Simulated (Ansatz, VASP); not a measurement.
**BeH2: VASP beside Ansatz**

```
Be H
1.0
     0.00000    1.97495    1.97495
     1.97495    0.00000    1.97495
     1.97495    1.97495    0.00000
Be H
1 2
Cartesian
  0.0000 0.0000 0.0000
  0.9875 0.9875 0.9875
  2.9624 2.9624 2.9624
```

Alike in both runs: task single point; functional HSE06; k mesh 6 × 6 × 6; occupations fermi-dirac, width 0.02 eV; no spin polarisation.

|  | VASP | Ansatz |
| --- | --- | --- |
| version | VASP 6.6.1 | Ansatz 0.2.0 |
| potentials or method | VASP PAW PBE potentials, release 64 (Be, H) | plane waves, PAW |
| plane-wave cutoff (eV) | 520 | 420 |
| valence electrons in the cell | 4 | 4 |

|  | VASP | Ansatz | Ansatz less VASP |
| --- | --- | --- | --- |
| pressure (GPa) | -1.7 | -1.6 | +0.13 |

Ansatz's warnings: filled band counts differ across k points, stress exchange threshold loose, stress scf threshold loose.

The k mesh is coarse, so the values compare programs but aren't converged.
